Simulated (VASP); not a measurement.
# Lu (P6_3/mmc) in VASP: notebook, part 2 of 2

VASP 6.6.1. The steps go on from the part before.

### Step 5. Single point, r2SCAN

Contents of POSCAR:

```
Lu
1.0
    3.5048186286      0.0000000000      0.0000000000
   -1.7524093143      3.0352619680      0.0000000000
    0.0000000000      0.0000000000      5.4696750779
Lu
2
Direct
    0.3333333333      0.6666666667      0.2500000000
    0.6666666667      0.3333333333      0.7500000000
```

Contents of INCAR.step1:

```
SYSTEM = Lu
PREC = Accurate ; ENCUT = 520
ISMEAR = -1 ; SIGMA = 0.1
LREAL = .FALSE. ; LASPH = .TRUE.
NELM = 100 ; NBANDS = 32
GGA = PE ; ALGO = Normal
EDIFF = 1E-4 ; LWAVE = .TRUE.
LCHARG = .FALSE.
```

Contents of INCAR.step2:

```
SYSTEM = Lu
PREC = Accurate ; ENCUT = 520
EDIFF = 1E-6 ; ISMEAR = -1
SIGMA = 0.1 ; LREAL = .FALSE.
LASPH = .TRUE. ; NELM = 100
ALGO = Normal ; ISIF = 2
LWAVE = .FALSE. ; LCHARG = .TRUE.
METAGGA = R2SCAN ; LMIXTAU = .TRUE.
LELF = .TRUE. ; LVHAR = .TRUE.
NBANDS = 32 ; ISTART = 1
```

Contents of KPOINTS:

```
regular mesh
0
G
  5 5 3
  0 0 0
```

Potentials or basis: VASP PAW PBE potentials, release 64 (Lu).

Run with:

```
$ cat potpaw_PBE.64/Lu/POTCAR > POTCAR
$ cp INCAR.step1 INCAR
$ mpirun -np 1 vasp_std > vasp.out
$ cp INCAR.step2 INCAR
$ mpirun -np 1 vasp_std > vasp.out
```

OUTCAR:

```text
SYSTEM = Lu
   PREC = Accurate
   ENCUT = 520
   EDIFF = 1E-6
   ISMEAR = -1
   LREAL = .FALSE.
   LASPH = .TRUE.
   NELM = 100
   ISIF = 2
   METAGGA = R2SCAN
   ISTART = 1

 ion  position               nearest neighbor table
   1  0.333  0.667  0.250-   2 3.40   2 3.40   2 3.40   2 3.40   2 3.40   2 3.40
   2  0.667  0.333  0.750-   1 3.40   1 3.40   1 3.40   1 3.40   1 3.40   1 3.40

  LATTYP: Found a hexagonal cell.
 ALAT       =     3.5048186286
 C/A-ratio  =     1.5606157287

  Lattice vectors:

 A1 = (   3.5048186286,   0.0000000000,   0.0000000000)
 A2 = (  -1.7524093143,   3.0352619680,   0.0000000000)
 A3 = (   0.0000000000,   0.0000000000,   5.4696750779)

Analysis of symmetry for initial positions (statically):
=====================================================================
 Subroutine PRICEL returns:
 Original cell was already a primitive cell.

 Routine SETGRP: Setting up the symmetry group for a
 hexagonal supercell.

 Subroutine GETGRP returns: Found 24 space group operations
 (whereof 12 operations were pure point group operations)
 out of a pool of 24 trial point group operations.

The static configuration has the point symmetry D_3d.
 The point group associated with its full space group is D_6h.

Analysis of symmetry for dynamics (positions and initial velocities):
=====================================================================
 Subroutine PRICEL returns:
 Original cell was already a primitive cell.

 Routine SETGRP: Setting up the symmetry group for a
 hexagonal supercell.

 Subroutine GETGRP returns: Found 24 space group operations
 (whereof 12 operations were pure point group operations)
 out of a pool of 24 trial point group operations.

The dynamic configuration has the point symmetry D_3d.
 The point group associated with its full space group is D_6h.

 Subroutine INISYM returns: Found 24 space group operations
 (whereof 12 operations are pure point group operations),
 and found     1 'primitive' translations

----------------------------------------------------------------------------------------

                                     Primitive cell

  volume of cell :      58.1866

  direct lattice vectors                    reciprocal lattice vectors
     3.504818629  0.000000000  0.000000000     0.285321469  0.164730427  0.000000000
    -1.752409314  3.035261968  0.000000000     0.000000000  0.329460854  0.000000000
     0.000000000  0.000000000  5.469675078     0.000000000  0.000000000  0.182826217

  length of vectors
     3.504818629  3.504818629  5.469675078     0.329460854  0.329460854  0.182826217

  position of ions in fractional coordinates (direct lattice)
     0.333333333  0.666666667  0.250000000
     0.666666667  0.333333333  0.750000000

  ion indices of the primitive-cell ions
   primitive index   ion index
                 1           1
                 2           2

----------------------------------------------------------------------------------------

 KPOINTS: regular mesh

Automatic generation of k-mesh.
 Grid dimensions read from file:
 generate k-points for:    5    5    3

 Generating k-lattice:

  Cartesian coordinates                     Fractional coordinates (reciprocal lattice)
     0.057064294  0.032946085  0.000000000     0.200000000 -0.000000000  0.000000000
     0.000000000  0.065892171  0.000000000     0.000000000  0.200000000  0.000000000
     0.000000000  0.000000000  0.060942072     0.000000000  0.000000000  0.333333333

  Length of vectors
     0.065892171  0.065892171  0.060942072

  Shift w.r.t. Gamma in fractional coordinates (k-lattice)
     0.000000000  0.000000000  0.000000000

 Subroutine IBZKPT returns following result:
 ===========================================

 Found     10 irreducible k-points:

 Following reciprocal coordinates:
            Coordinates               Weight
  0.000000  0.000000  0.000000      1.000000
  0.200000 -0.000000  0.000000      6.000000
  0.400000 -0.000000  0.000000      6.000000
  0.200000  0.200000  0.000000      6.000000
  0.400000  0.200000  0.000000      6.000000
  0.000000  0.000000  0.333333      2.000000
  0.200000 -0.000000  0.333333     12.000000
  0.400000 -0.000000  0.333333     12.000000
  0.200000  0.200000  0.333333     12.000000
  0.400000  0.200000  0.333333     12.000000
   k-points           NKPTS =     10   k-points in BZ     NKDIM =     10   number of bands    NBANDS=     32
   number of dos      NEDOS =    301   number of ions     NIONS =      2
   total plane-waves  NPLWV =  32928
   dimension x,y,z NGX =    28 NGY =   28 NGZ =   42
   dimension x,y,z NGXF=    56 NGYF=   56 NGZF=   84
   ions per type =               2
   NGX,Y,Z   is equivalent  to a cutoff of  13.28, 13.28, 12.77 a.u.
   NGXF,Y,Z  is equivalent  to a cutoff of  26.56, 26.56, 25.53 a.u.
 SYSTEM =  Lu
   PREC   = accura    normal or accurate (medium, high low for compatibility)
   ISTART =      1    job   : 0-new  1-cont  2-samecut
   ICHARG =      0    charge: 1-file 2-atom 10-const
   ISPIN  =      1    spin polarized calculation?
   LNONCOLLINEAR =      F non collinear calculations
   LSORBIT =      F    spin-orbit coupling
   LASPH  =      T    aspherical Exc in radial PAW
   ENCUT  =  520.0 eV  38.22 Ry    6.18 a.u.   6.52  6.52 10.17*2*pi/ulx,y,z
   NELM   =    100;   NELMIN=  2; NELMDL=  0     # of ELM steps
   EDIFF  = 0.1E-05   stopping-criterion for ELM
   LREAL  =      F    real-space projection
   EDIFFG = 0.1E-04   stopping-criterion for IOM
   NSW    =      0    number of steps for IOM
   IBRION =     -1    ionic relax: 0-MD 1-quasi-New 2-CG
   NFREE  =      0    steps in history (QN), initial steepest desc. (CG)
   ISIF   =      2    stress and relaxation
   ISYM   =      2    0-nonsym 1-usesym 2-fastsym
   POTIM  = 0.5000    time-step for ionic-motion
   TEBEG  =    0.0;   TEEND  =   0.0 temperature during run
   PSTRESS=    0.0 pullay stress
   NELECT =      50.0000    total number of electrons
   NUPDOWN=      -1.0000    fix difference up-down
   EMIN   =  10.00;   EMAX   =-10.00  energy-range for DOS
   EFERMI =   0.00;   METHOD = LEGACY
   ISMEAR =    -1;   SIGMA  =   0.10  broadening in eV -4-tet -1-fermi 0-gaus
   EFERMI_NEDOS =   21; number of points for ismear=-14 and -15
   IALGO  =     38    algorithm
   IMIX   =      4    mixing-type and parameters
     AMIX     =   0.40;   BMIX     =  1.00
     AMIX_MAG =   1.60;   BMIX_MAG =  1.00
  volume/ion in A,a.u.               =      29.09       196.33
  Fermi-wavevector in a.u.,A,eV,Ry     =   1.556409  2.941187 32.958877  2.422409
  Thomas-Fermi vector in A             =   2.660209
   LORBIT       =      0    0 simple, 1 ext, 2 COOP (PROOUT), +10 PAW based schemes
   METAGGA = R2SCAN    functional components
   LHFCALC =     F    Hartree Fock is set to
   AEXX    =    0.0000 exact exchange contribution
   IVDW    =     0    specifies the selected vdW correction
   LEPSILON=     F    determine dielectric tensor
   LRPA    =     F    only Hartree local field effects (RPA)
 non-spin polarized calculation
  energy-cutoff  :      520.00
  volume of cell :       58.19
 maximum number of plane-waves:      1592
 NGX is ok and might be reduce to    28
   NGX = 13   NGY = 13   NGZ = 21

 number of electron      49.9999994 magnetization

 Free energy of the ion-electron system (eV)
  ---------------------------------------------------
  ext. energy  EPLUGINS =         0.00000000
  ---------------------------------------------------
  free energy    TOTEN  =       -76.13294015 eV

  energy without entropy =      -76.00180835  energy(sigma->0) =      -76.06737425

 E-fermi :   2.1432     XC(G=0): -11.6049

 val. band max:        2.1408878429   @ k =   0.2000   0.2000   0.3333
 cond. band min:       2.1655962310   @ k =   0.2000  -0.0000   0.0000
 fundamental gap:      0.0247083881
 Fermi energy:         2.1431782321

 k-point     1 :       0.0000    0.0000    0.0000
  band No.  band energies     occupation
      1     -55.7086      2.00000
      2     -55.6698      2.00000
      3     -26.0178      2.00000
      4     -25.5567      2.00000
      5     -25.5567      2.00000
      6     -25.4709      2.00000
[... 24 lines left out ...]
     31       5.9564      0.00000
     32       5.9564      0.00000
[... 284 lines left out ...]
      2     -55.6686      2.00000
      3     -25.9163      2.00000
      4     -25.8758      2.00000
      5     -25.7377      2.00000
      6     -25.6566      2.00000
[... 24 lines left out ...]
     31       8.1262      0.00000
     32       8.5392      0.00000

------------------------ aborting loop because EDIFF is reached ----------------------------------------

  FORCE on cell =-STRESS in cart. coord.  units (eV):
  Direction    XX          YY          ZZ          XY          YZ          ZX
  --------------------------------------------------------------------------------------
  -------------------------------------------------------------------------------------
  Total        0.2877638      0.2877638      0.2317120      0.0000000      0.0000000     -0.0000000
  in kB        7.9236170      7.9236170      6.3802239      0.0000000      0.0000000     -0.0000000
  external PRESSURE =       7.4091526 kB  Pullay stress =       0.0000000 kB

 VOLUME and BASIS-vectors are now :
 -----------------------------------------------------------------------------
  energy-cutoff  :      520.00
  volume of cell :       58.19
      direct lattice vectors                 reciprocal lattice vectors
     3.504818629  0.000000000  0.000000000     0.285321469  0.164730427  0.000000000
    -1.752409314  3.035261968  0.000000000     0.000000000  0.329460854  0.000000000
     0.000000000  0.000000000  5.469675078     0.000000000  0.000000000  0.182826217

 POSITION                                       TOTAL-FORCE (eV/Angst)
 -----------------------------------------------------------------------------------
     -0.00000      2.02351      1.36742        -0.000000      0.000000      0.000000
      1.75241      1.01175      4.10226         0.000000     -0.000000      0.000000
 -----------------------------------------------------------------------------------
    total drift:                               -0.000000      0.000000     -0.000000

  FREE ENERGIE OF THE ION-ELECTRON SYSTEM (eV)
  ---------------------------------------------------
  free  energy   TOTEN  =       -76.1329401532 eV

  energy  without entropy=      -76.0018083497  energy(sigma->0) =      -76.06737425
```

Run time: 40 s. Hardware: 1 thread of Intel Xeon 6975P-C (Granite Rapids), shared host; peak memory 0.19 GiB.

Results:

* Free energy: -76.1329 eV
* Pressure: 0.7 GPa
* Band gap on the k mesh: zero (band 25 reaches 2.96 eV, above the bottom of band 26 at 1.59 eV)

Caveat: the k points lie up to 0.41 Å⁻¹ apart; the PAW data sets were made with another functional, which shifts forces and pressure a little; spin-orbit coupling is left out, which moves the levels of the heavy elements.

### Step 6. Overview

```csv
k mesh,gap on the mesh (eV),pressure (GPa)
2 × 2 × 1,none,-9.2
3 × 3 × 2,none,-0.6
4 × 4 × 2,none,1.0
5 × 5 × 3,none,0.7
```

Alike in all rows: task single point; level r2SCAN; potentials or basis VASP PAW PBE potentials, release 64 (Lu); no spin polarisation; cell as given; cutoff (eV) 520; smearing fermi-dirac 0.1 eV.

Caveats: all runs use coarse meshes; the PAW data sets were made with another functional, which shifts forces and pressure a little; spin-orbit coupling is left out, which moves the levels of the heavy elements.

Total energies depend on the potentials used, so only differences within one code and one set of settings carry meaning.
